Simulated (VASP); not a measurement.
# Ti (Fmmm) in VASP: single point with PBEsol

Aim: the single point of Ti with PBEsol.

Program: VASP 6.6.1. These are calculated values, not measurements. Logs are shortened: lines on timing, memory, paths and dates and some standing lists are left out, and cuts for length are marked.

## 1. The cell of the first run

The typed cell holds 1 atom: a = 2.840 Å, b = 2.845 Å, c = 2.840 Å, α = 109.47°, β = 109.40°, γ = 109.47°.

This isn't the form of Ti at room conditions, which is hcp.

## 2. Single point, PBEsol (strain +0.0025 x Voigt [0, 0, 0, 0, 1, 0])

Contents of INCAR:

```
PREC = Accurate ; ENCUT = 520
EDIFF = 1E-7 ; ISMEAR = 0
SIGMA = 0.15 ; LREAL = False
LASPH = True ; NELM = 60
ALGO = Fast ; ISIF = 2
LWAVE = False ; LCHARG = True
GGA = PS ; LELF = True
LVHAR = True ; NBANDS = 12
```

Contents of KPOINTS:

```
Automatic mesh
0
Gamma
  20 20 20
```

Contents of POSCAR:

```
Ti
1.0
   -1.6389487500      1.6410000000      1.6389487500
    1.6430512500     -1.6410000000      1.6430512500
    1.6389487500      1.6410000000     -1.6389487500
Ti
1
Direct
    0.0000000000      0.0000000000      0.0000000000
```

Potentials or basis: VASP PAW PBE potentials, release 64 (Ti_sv).

On the command line:

```bash
cat potpaw_PBE.64/Ti_sv/POTCAR > POTCAR
mpirun -np 1 vasp_std > vasp.out
```

OUTCAR:

```text
PREC = Accurate
   ENCUT = 520
   EDIFF = 1E-7
   ISMEAR = 0
   LREAL = False
   LASPH = True
   NELM = 60
   ISIF = 2
   GGA = PS

 ion  position               nearest neighbor table
   1  0.000  0.000  0.000-

  LATTYP: Found a face centered orthorhombic cell.
 ALAT       =     3.2820000000
 B/A-ratio  =     1.4124457954
 C/A-ratio  =     1.4159813293

  Lattice vectors:

 A1 = (  -0.0041025000,   0.0000000000,  -3.2820000000)
 A2 = (  -1.6430512500,   1.6410000000,  -1.6430512500)
 A3 = (   1.6389487500,   1.6410000000,  -1.6389487500)

Analysis of symmetry for initial positions (statically):
=====================================================================
 Subroutine PRICEL returns:
 Original cell was already a primitive cell.

 Routine SETGRP: Setting up the symmetry group for a
 face centered orthorhombic supercell.

 Subroutine GETGRP returns: Found  8 space group operations
 (whereof  8 operations were pure point group operations)
 out of a pool of  8 trial point group operations.

The static configuration has the point symmetry D_2h.

Analysis of symmetry for dynamics (positions and initial velocities):
=====================================================================
 Subroutine PRICEL returns:
 Original cell was already a primitive cell.

 Routine SETGRP: Setting up the symmetry group for a
 face centered orthorhombic supercell.

 Subroutine GETGRP returns: Found  8 space group operations
 (whereof  8 operations were pure point group operations)
 out of a pool of  8 trial point group operations.

The dynamic configuration has the point symmetry D_2h.

 Subroutine INISYM returns: Found  8 space group operations
 (whereof  8 operations are pure point group operations),
 and found     1 'primitive' translations

----------------------------------------------------------------------------------------

                                     Primitive cell

  volume of cell :      17.6760

  direct lattice vectors                    reciprocal lattice vectors
    -1.638948750  1.641000000  1.638948750    -0.000380866  0.304692261  0.304692737
     1.643051250 -1.641000000  1.643051250     0.304311871  0.000000000  0.304311871
     1.638948750  1.641000000 -1.638948750     0.304692737  0.304692261 -0.000380866

  length of vectors
     2.839927290  2.844664448  2.839927290     0.430900433  0.430361975  0.430900433

  position of ions in fractional coordinates (direct lattice)
     0.000000000  0.000000000  0.000000000

  ion indices of the primitive-cell ions
   primitive index   ion index
                 1           1

----------------------------------------------------------------------------------------

 KPOINTS: Automatic mesh

Automatic generation of k-mesh.
 Grid dimensions read from file:
 generate k-points for:   20   20   20

 Generating k-lattice:

  Cartesian coordinates                     Fractional coordinates (reciprocal lattice)
    -0.000019043  0.015234613  0.015234637     0.050000000  0.000000000  0.000000000
     0.015215594  0.000000000  0.015215594     0.000000000  0.050000000  0.000000000
     0.015234637  0.015234613 -0.000019043     0.000000000  0.000000000  0.050000000

  Length of vectors
     0.021545022  0.021518099  0.021545022

  Shift w.r.t. Gamma in fractional coordinates (k-lattice)
     0.000000000  0.000000000  0.000000000

 Subroutine IBZKPT returns following result:
 ===========================================

 Found   1166 irreducible k-points:

 Following reciprocal coordinates:
            Coordinates               Weight
  0.000000  0.000000  0.000000      1.000000
  0.050000  0.000000 -0.000000      8.000000
  0.100000 -0.000000  0.000000      8.000000
  0.150000  0.000000  0.000000      8.000000
  0.200000 -0.000000  0.000000      8.000000
  0.250000 -0.000000 -0.000000      8.000000
[... 16 lines left out ...]
 -0.450000  0.050000  0.000000      8.000000
 -0.400000  0.050000  0.000000      8.000000
 [... further k-points ...]
   k-points           NKPTS =   1166   k-points in BZ     NKDIM =   1166   number of bands    NBANDS=     12
   number of dos      NEDOS =    301   number of ions     NIONS =      1
   total plane-waves  NPLWV =  13824
   dimension x,y,z NGX =    24 NGY =   24 NGZ =   24
   dimension x,y,z NGXF=    48 NGYF=   48 NGZF=   48
   ions per type =               1
   NGX,Y,Z   is equivalent  to a cutoff of  14.05, 14.03, 14.05 a.u.
   NGXF,Y,Z  is equivalent  to a cutoff of  28.10, 28.05, 28.10 a.u.
 SYSTEM =  unknown system
   PREC   = accura    normal or accurate (medium, high low for compatibility)
   ISTART =      0    job   : 0-new  1-cont  2-samecut
   ICHARG =      2    charge: 1-file 2-atom 10-const
   ISPIN  =      1    spin polarized calculation?
   LNONCOLLINEAR =      F non collinear calculations
   LSORBIT =      F    spin-orbit coupling
   LASPH  =      T    aspherical Exc in radial PAW
   ENCUT  =  520.0 eV  38.22 Ry    6.18 a.u.   5.28  5.29  5.28*2*pi/ulx,y,z
   NELM   =     60;   NELMIN=  2; NELMDL= -5     # of ELM steps
   EDIFF  = 0.1E-06   stopping-criterion for ELM
   LREAL  =      F    real-space projection
   EDIFFG = 0.1E-05   stopping-criterion for IOM
   NSW    =      0    number of steps for IOM
   IBRION =     -1    ionic relax: 0-MD 1-quasi-New 2-CG
   NFREE  =      0    steps in history (QN), initial steepest desc. (CG)
   ISIF   =      2    stress and relaxation
   ISYM   =      2    0-nonsym 1-usesym 2-fastsym
   POTIM  = 0.5000    time-step for ionic-motion
   TEBEG  =    0.0;   TEEND  =   0.0 temperature during run
   PSTRESS=    0.0 pullay stress
   NELECT =      12.0000    total number of electrons
   NUPDOWN=      -1.0000    fix difference up-down
   EMIN   =  10.00;   EMAX   =-10.00  energy-range for DOS
   EFERMI =   0.00;   METHOD = LEGACY
   ISMEAR =     0;   SIGMA  =   0.15  broadening in eV -4-tet -1-fermi 0-gaus
   EFERMI_NEDOS =   21; number of points for ismear=-14 and -15
   IALGO  =     68    algorithm
   IMIX   =      4    mixing-type and parameters
     AMIX     =   0.40;   BMIX     =  1.00
     AMIX_MAG =   1.60;   BMIX_MAG =  1.00
  volume/ion in A,a.u.               =      17.68       119.28
  Fermi-wavevector in a.u.,A,eV,Ry     =   1.438821  2.718978 28.166877  2.070207
  Thomas-Fermi vector in A             =   2.557746
   LORBIT       =      0    0 simple, 1 ext, 2 COOP (PROOUT), +10 PAW based schemes
   GGA     = PS    functional components
   LHFCALC =     F    Hartree Fock is set to
   AEXX    =    0.0000 exact exchange contribution
   IVDW    =     0    specifies the selected vdW correction
   LEPSILON=     F    determine dielectric tensor
   LRPA    =     F    only Hartree local field effects (RPA)
 non-spin polarized calculation
 RMM-DIIS sequential band-by-band and
 Gauss-broadening in eV      SIGMA  =   0.15
  energy-cutoff  :      520.00
  volume of cell :       17.68
 maximum number of plane-waves:       490
 NGX is ok and might be reduce to    24
   NGX = 11   NGY = 11   NGZ = 11

 number of electron      12.0000001 magnetization

 Free energy of the ion-electron system (eV)
  ---------------------------------------------------
  ext. energy  EPLUGINS =         0.00000000
  ---------------------------------------------------
  free energy    TOTEN  =        -8.22185794 eV

  energy without entropy =       -8.19479137  energy(sigma->0) =       -8.20832465

 E-fermi :   7.7762     XC(G=0): -11.5483

 val. band max:        7.7761487317   @ k =   0.5000   0.0000   0.2000
 cond. band min:       7.7764049979   @ k =   0.5000   0.1500   0.4500
 fundamental gap:      0.0002562663
 Fermi energy:         7.7761867767

 k-point     1 :       0.0000    0.0000    0.0000
  band No.  band energies     occupation
      1     -48.5553      2.00000
      2     -24.5274      2.00000
      3     -24.5257      2.00000
      4     -24.5239      2.00000
      5       1.8627      2.00000
      6       8.7325      0.00000
      7       8.7446      0.00000
      8       8.7569      0.00000
      9      10.4787      0.00000
     10      10.4787      0.00000
     11      25.0534      0.00000
     12      25.0939      0.00000

 k-point     2 :       0.0500    0.0000   -0.0000
  band No.  band energies     occupation
      1     -48.5523      2.00000
      2     -24.5423      2.00000
      3     -24.5310      2.00000
      4     -24.5255      2.00000
      5       1.9473      2.00000
      6       8.7038      0.00000
      7       8.7361      0.00000
      8       8.8069      0.00000
      9      10.4327      0.00000
     10      10.4809      0.00000
     11      24.9357      0.00000
     12      25.0620      0.00000

 k-point     3 :       0.1000   -0.0000    0.0000
  band No.  band energies     occupation
      1     -48.5435      2.00000
      2     -24.5897      2.00000
      3     -24.5456      2.00000
      4     -24.5260      2.00000
      5       2.1965      2.00000
      6       8.5956      0.00000
      7       8.6940      0.00000
      8       8.9869      0.00000
      9      10.3212      0.00000
     10      10.4888      0.00000
     11      24.5074      0.00000
     12      24.9838      0.00000
[... 286 lines left out ...]
 k-point    23 :      -0.4500    0.0500    0.0000
  band No.  band energies     occupation
      1     -48.4365      2.00000
      2     -25.1323      2.00000
      3     -24.7225      2.00000
      4     -24.5357      2.00000
      5       5.3206      2.00000
      6       7.4585      1.99726
      7       8.4596      0.00000
      8      10.4340      0.00000
      9      10.8161      0.00000
     10      11.8178      0.00000
     11      17.0247      0.00000
     12      21.2587      0.00000

 k-point    24 :      -0.4000    0.0500    0.0000
  band No.  band energies     occupation
      1     -48.4479      2.00000
      2     -25.0768      2.00000
      3     -24.7032      2.00000
      4     -24.5352      2.00000
      5       5.0905      2.00000
      6       7.5670      1.95143
      7       8.1635      0.00026
      8      10.3772      0.00000
      9      10.7568      0.00000
     10      11.4329      0.00000
     11      18.0512      0.00000
     12      21.6636      0.00000

 [... further k-points ...]

------------------------ aborting loop because EDIFF is reached ----------------------------------------

  FORCE on cell =-STRESS in cart. coord.  units (eV):
  Direction    XX          YY          ZZ          XY          YZ          ZX
  --------------------------------------------------------------------------------------
  -------------------------------------------------------------------------------------
  Total       -0.7537449     -0.7536764     -0.7537449      0.0000000      0.0000000     -0.0099653
  in kB      -68.3203239    -68.3141145    -68.3203239      0.0000000      0.0000000     -0.9032672
  external PRESSURE =     -68.3182541 kB  Pullay stress =       0.0000000 kB

 VOLUME and BASIS-vectors are now :
 -----------------------------------------------------------------------------
  energy-cutoff  :      520.00
  volume of cell :       17.68
      direct lattice vectors                 reciprocal lattice vectors
    -1.638948750  1.641000000  1.638948750    -0.000380866  0.304692261  0.304692737
     1.643051250 -1.641000000  1.643051250     0.304311871  0.000000000  0.304311871
     1.638948750  1.641000000 -1.638948750     0.304692737  0.304692261 -0.000380866

 POSITION                                       TOTAL-FORCE (eV/Angst)
 -----------------------------------------------------------------------------------
      0.00000      0.00000      0.00000         0.000000      0.000000      0.000000
 -----------------------------------------------------------------------------------
    total drift:                                0.000000      0.000000      0.000000

  FREE ENERGIE OF THE ION-ELECTRON SYSTEM (eV)
  ---------------------------------------------------
  free  energy   TOTEN  =        -8.2218579375 eV

  energy  without entropy=       -8.1947913716  energy(sigma->0) =       -8.20832465
```

Wall time 8.1 min (1 thread of Intel Xeon 8259CL, shared host); peak memory 0.35 GiB.

Results:

| Item | Value |
| --- | --- |
| Free energy | -8.2219 eV |
| Pressure | -6.8 GPa |
| Band gap on the k mesh | zero (bands 6 and 7 overlap by 1.60 eV) |

Stress tensor (GPa, compression positive):
```
-6.83  0.00 -0.09
 0.00 -6.83  0.00
-0.09  0.00 -6.83
```

Levels at points of the mesh, in eV from the Fermi level:
```csv
k point,band 4,band 5,band 6,band 7,band 8,band 9
"(0.00, 0.00, 0.00)",-32.30,-5.91,0.96,0.97,0.98,2.70
"(0.50, 0.00, 0.00)",-32.31,-2.42,-0.39,1.10,2.68,3.03
"(0.00, 0.50, 0.00)",-32.30,-2.42,-0.39,1.08,2.69,3.04
"(0.50, 0.00, 0.50)",-32.31,-2.41,-0.38,1.12,2.68,3.02
"(0.50, 0.50, 0.50)",-32.74,-2.04,-2.04,3.84,3.85,3.86
```

Caveat: the cell differs from its parent crystal (strain +0.0025 x Voigt [0, 0, 0, 0, 1, 0]); the cell stands under tension; the PAW data sets were made with another functional, which shifts forces and pressure a little.
